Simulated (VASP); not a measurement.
# C (R-3m) in VASP: a series of runs, part 2 of 2

VASP 6.6.1. The steps go on from the part before.

**3. Single point, rpbe exchange, lyp correlation, collinear spin (10.47 Å³/atom)**

This run uses another cell than the first one, of 10.47 Å³/atom.

INCAR

```
SYSTEM = C
  ALGO = Normal
  EDIFF = 1E-6
  ENCUT = 600
  GGA = LIBXC
  GGA_COMPAT = .False.
  ISIF = 2
  ISMEAR = 1
  ISPIN = 2
  LASPH = .True.
  LCHARG = .True.
  LELF = .True.
  LIBXC1 = GGA_X_RPBE
  LIBXC2 = GGA_C_LYP
  LORBIT = 11
  LREAL = .False.
  LVHAR = .True.
  LWAVE = .False.
  MAGMOM = 0.75 -0.25 0.75 -0.25
  NBANDS = 20
  NELM = 200
  NUPDOWN = 1.0
  PREC = Accurate
  SIGMA = 0.1
```

KPOINTS

```
k-points
0
Gamma
  12 12 12
  0 0 0
```

POSCAR

```
C
1.0
    1.2165213504      0.7023589292      8.1706741485
   -1.2165213504      0.7023589292      8.1706741485
    0.0000000000     -1.4047178582      8.1706741485
C
4
Direct
    0.0871730800      0.0871730800      0.0871730800
    0.7538500600      0.7538500600      0.7538500600
    0.2461499400      0.2461499400      0.2461499400
    0.9128269200      0.9128269200      0.9128269200
```

Potentials or basis: VASP PAW PBE potentials, release 64 (C).

Launch:

```sh
> cat potpaw_PBE.64/C/POTCAR > POTCAR
> mpirun -np 1 vasp_std > vasp.out
```

OUTCAR:

```text
SYSTEM = C
   EDIFF = 1E-6
   ENCUT = 600
   GGA = LIBXC
   ISIF = 2
   ISMEAR = 1
   ISPIN = 2
   LASPH = .True.
   LORBIT = 11
   LREAL = .False.
   NELM = 200
   NUPDOWN = 1.0
   PREC = Accurate

 ion  position               nearest neighbor table
   1  0.087  0.087  0.087-   2 1.40   2 1.40   2 1.40
   2  0.754  0.754  0.754-   1 1.40   1 1.40   1 1.40
   3  0.246  0.246  0.246-   4 1.40   4 1.40   4 1.40
   4  0.913  0.913  0.913-   3 1.40   3 1.40   3 1.40

  LATTYP: Found a trigonal (rhomboedric) cell.
 ALAT       =     8.2905457180
 COS(alpha) =     0.9569371044

  Lattice vectors:

 A1 = (   1.2165213504,   0.7023589292,   8.1706741485)
 A2 = (  -1.2165213504,   0.7023589292,   8.1706741485)
 A3 = (   0.0000000000,  -1.4047178582,   8.1706741485)

Analysis of symmetry for initial positions (statically):
=====================================================================
 Subroutine PRICEL returns:
 Original cell was already a primitive cell.

 Routine SETGRP: Setting up the symmetry group for a
 trigonal (rhombohedral) supercell.

 Subroutine GETGRP returns: Found 12 space group operations
 (whereof 12 operations were pure point group operations)
 out of a pool of 12 trial point group operations.

The static configuration has the point symmetry D_3d.

Analysis of symmetry for dynamics (positions and initial velocities):
=====================================================================
 Subroutine PRICEL returns:
 Original cell was already a primitive cell.

 Routine SETGRP: Setting up the symmetry group for a
 trigonal (rhombohedral) supercell.

 Subroutine GETGRP returns: Found 12 space group operations
 (whereof 12 operations were pure point group operations)
 out of a pool of 12 trial point group operations.

The dynamic configuration has the point symmetry D_3d.

Analysis of structural, dynamic, and magnetic symmetry:
=====================================================================
 Subroutine PRICEL returns:
 Original cell was already a primitive cell.

 Routine SETGRP: Setting up the symmetry group for a
 trigonal (rhombohedral) supercell.

 Subroutine GETGRP returns: Found  6 space group operations
 (whereof  6 operations were pure point group operations)
 out of a pool of 12 trial point group operations.

The overall configuration has the point symmetry C_3v.

 Subroutine INISYM returns: Found  6 space group operations
 (whereof  6 operations are pure point group operations),
 and found     1 'primitive' translations

----------------------------------------------------------------------------------------

                                     Primitive cell

  volume of cell :      41.8878

  direct lattice vectors                    reciprocal lattice vectors
     1.216521350  0.702358929  8.170674148     0.411007994  0.237295576  0.040796307
    -1.216521350  0.702358929  8.170674148    -0.411007994  0.237295576  0.040796307
     0.000000000 -1.404717858  8.170674148     0.000000000 -0.474591152  0.040796307
[... 82 lines left out ...]
   ISPIN  =      2    spin polarized calculation?
   LNONCOLLINEAR =      F non collinear calculations
   LSORBIT =      F    spin-orbit coupling
   LASPH  =      T    aspherical Exc in radial PAW
   ENCUT  =  600.0 eV  44.10 Ry    6.64 a.u.  16.56 16.56 16.56*2*pi/ulx,y,z
   NELM   =    200;   NELMIN=  2; NELMDL= -5     # of ELM steps
   EDIFF  = 0.1E-05   stopping-criterion for ELM
   LREAL  =      F    real-space projection
   EDIFFG = 0.1E-04   stopping-criterion for IOM
   NSW    =      0    number of steps for IOM
   IBRION =     -1    ionic relax: 0-MD 1-quasi-New 2-CG
   NFREE  =      0    steps in history (QN), initial steepest desc. (CG)
   ISIF   =      2    stress and relaxation
   ISYM   =      2    0-nonsym 1-usesym 2-fastsym
   POTIM  = 0.5000    time-step for ionic-motion
   TEBEG  =    0.0;   TEEND  =   0.0 temperature during run
   PSTRESS=    0.0 pullay stress
   NELECT =      16.0000    total number of electrons
   NUPDOWN=       1.0000    fix difference up-down
   EMIN   =  10.00;   EMAX   =-10.00  energy-range for DOS
   EFERMI =   0.00;   METHOD = LEGACY
   ISMEAR =     1;   SIGMA  =   0.10  broadening in eV -4-tet -1-fermi 0-gaus
   EFERMI_NEDOS =   21; number of points for ismear=-14 and -15
   IALGO  =     38    algorithm
   IMIX   =      4    mixing-type and parameters
     AMIX     =   0.40;   BMIX     =  1.00
     AMIX_MAG =   1.60;   BMIX_MAG =  1.00
  volume/ion in A,a.u.               =      10.47        70.67
  Fermi-wavevector in a.u.,A,eV,Ry     =   1.187824  2.244662 19.196818  1.410926
  Thomas-Fermi vector in A             =   2.323967
   LORBIT       =     11    0 simple, 1 ext, 2 COOP (PROOUT), +10 PAW based schemes
   GGA     = LIBXC    functional components
   LHFCALC =     F    Hartree Fock is set to
   AEXX    =    0.0000 exact exchange contribution
   IVDW    =     0    specifies the selected vdW correction
   LEPSILON=     F    determine dielectric tensor
   LRPA    =     F    only Hartree local field effects (RPA)
 spin polarized calculation
 Methfessel and Paxton  Order N= 1 SIGMA  =   0.10
  energy-cutoff  :      600.00
  volume of cell :       41.89
 maximum number of plane-waves:      1424
 NGX is ok and might be reduce to    70
   NGX = 33   NGY = 33   NGZ = 33

 number of electron      16.0000000 magnetization       1.0000000

 Free energy of the ion-electron system (eV)
  ---------------------------------------------------
  ext. energy  EPLUGINS =         0.00000000
  ---------------------------------------------------
  free energy    TOTEN  =       -31.93129983 eV

  energy without entropy =      -31.93044161  energy(sigma->0) =      -31.93101376

 E-fermi :   1.5993     XC(G=0):  -8.5245

 val. band max:        5.6741378220   @ k =  -0.4167   0.1667   0.0833
 cond. band min:       1.6026972401   @ k =  -0.3333  -0.4167   0.1667
 fundamental gap:     -4.0714405819
 Fermi energy:         5.8417072512

 spin component 1

 k-point     1 :       0.0000    0.0000    0.0000
  band No.  band energies     occupation
      1     -16.1918      1.00000
      2     -16.1333      1.00000
      3      -4.6721      1.00000
      4      -4.0434      1.00000
      5       0.5934      1.00000
      6       0.5934      1.00000
[... 541 lines left out ...]
     19      21.3322      0.00000
     20      22.5495      0.00000

 [... further k-points ...]

 spin component 2

 k-point     1 :       0.0000    0.0000    0.0000
  band No.  band energies     occupation
      1     -15.8772      1.00000
      2     -15.8190      1.00000
      3      -4.0014      1.00000
      4      -3.3105      1.00000
      5       0.7427      1.00000
      6       0.7427      1.00000
[... 541 lines left out ...]
     19      21.5583      0.00000
     20      22.7961      0.00000

 [... further k-points ...]

------------------------ aborting loop because EDIFF is reached ----------------------------------------

  FORCE on cell =-STRESS in cart. coord.  units (eV):
  Direction    XX          YY          ZZ          XY          YZ          ZX
  --------------------------------------------------------------------------------------
  -------------------------------------------------------------------------------------
  Total        7.6109047      7.6109047      0.0914326      0.0000000      0.0000000     -0.0000000
  in kB      291.1111782    291.1111782      3.4972271      0.0000000      0.0000000     -0.0000000
  external PRESSURE =     195.2398612 kB  Pullay stress =       0.0000000 kB

 VOLUME and BASIS-vectors are now :
 -----------------------------------------------------------------------------
  energy-cutoff  :      600.00
  volume of cell :       41.89
      direct lattice vectors                 reciprocal lattice vectors
     1.216521350  0.702358929  8.170674148     0.411007994  0.237295576  0.040796307
    -1.216521350  0.702358929  8.170674148    -0.411007994  0.237295576  0.040796307
     0.000000000 -1.404717858  8.170674148     0.000000000 -0.474591152  0.040796307

 POSITION                                       TOTAL-FORCE (eV/Angst)
 -----------------------------------------------------------------------------------
      0.00000      0.00000      2.13679         0.000000     -0.000000     -0.006314
      0.00000      0.00000     18.47839         0.000000     -0.000000     -0.009786
      0.00000      0.00000      6.03363         0.000000      0.000000      0.009786
      0.00000      0.00000     22.37523         0.000000      0.000000      0.006315
 -----------------------------------------------------------------------------------
    total drift:                                0.000000      0.000000     -0.000006

  FREE ENERGIE OF THE ION-ELECTRON SYSTEM (eV)
  ---------------------------------------------------
  free  energy   TOTEN  =       -31.9312998333 eV

  energy  without entropy=      -31.9304416101  energy(sigma->0) =      -31.93101376

 total charge

# of ion       s       p       d       tot
------------------------------------------
    1        0.875   1.837   0.000   2.711
    2        0.875   1.837   0.000   2.711
    3        0.875   1.837   0.000   2.711
    4        0.875   1.837   0.000   2.711
--------------------------------------------------
tot          3.498   7.346   0.000  10.844

 magnetization (x)

# of ion       s       p       d       tot
------------------------------------------
    1        0.004   0.128   0.000   0.132
    2        0.004   0.128   0.000   0.132
    3        0.004   0.128   0.000   0.132
    4        0.004   0.128   0.000   0.132
--------------------------------------------------
tot          0.017   0.511   0.000   0.528
```

It took 34 min on 1 thread of Intel Xeon 6975P-C (Granite Rapids), shared host; peak memory 1 GiB.

Results:

```yaml
Free_energy: -31.9313 eV
Pressure: 19.5 GPa
Largest_force: 0.010 eV/Å
Net_moment: 1.00 μB per cell
Site_moments: C +0.13 μB
Valence_electrons_inside_the_program's_atomic_spheres: C 2.71
```

Forces in eV/Å, atoms in the order of the input:
```
C    0.000  0.000 -0.006
C    0.000  0.000 -0.010
C    0.000  0.000  0.010
C    0.000  0.000  0.006
```

Stress tensor (GPa, compression positive):
```
29.11  0.00  0.00
 0.00 29.11  0.00
 0.00  0.00  0.35
```

Caveat: the stress differs along the axes, from 0 to 29 GPa; the PAW data sets were made with another functional, which shifts forces and pressure a little; the total moment is fixed, so each spin has its own Fermi level and the state may be an excited one.
